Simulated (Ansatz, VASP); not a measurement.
**Al4Pt: VASP beside Ansatz**

```
Al Pt
1.0
     0.00000    3.38581    3.38581
     3.38581    0.00000    3.38581
     3.38581    3.38581    0.00000
Al Pt
4 1
Cartesian
  5.7933 5.7933 5.7933
  4.3641 4.3641 5.7933
  4.3641 5.7933 4.3641
  5.7933 4.3641 4.3641
  3.3858 3.3858 3.3858
```

Alike in both runs: task relaxation of cell and atoms; functional PBE; k mesh 4 × 4 × 4; occupations gaussian, width 0.1 eV; no spin polarisation.

```csv
,VASP,Ansatz
version,VASP 6.6.1,Ansatz 0.2.0
potentials or method,"VASP PAW PBE potentials, release 64 (Al, Pt), cutoff 600 eV","scalar-relativistic, plane waves, PAW"
valence electrons in the cell,22,30
```

|  | VASP | Ansatz | Ansatz less VASP |
| --- | --- | --- | --- |
| gap on the k mesh at the Fermi level, each at its own relaxed structure (eV) | none | none | - |
| relaxed volume (Å³/atom) | 18.87 | 18.75 | -0.120 |
| relaxed length of the cell vector where the two differ most in proportion (Å) | 5.110 | 5.099 | -0.0109 |

A gap of «none» marks a metal or a gap that the smearing closes. VASP's potentials hold 22 valence electrons a cell and Ansatz's 30, so a difference there can come from the potentials and not from the codes.

The k mesh is coarse, so the values compare programs but aren't converged. Spin-orbit coupling is off throughout. Noted on VASP's run: the volume moved by over 15 % at a fixed basis, so the end points are rough.
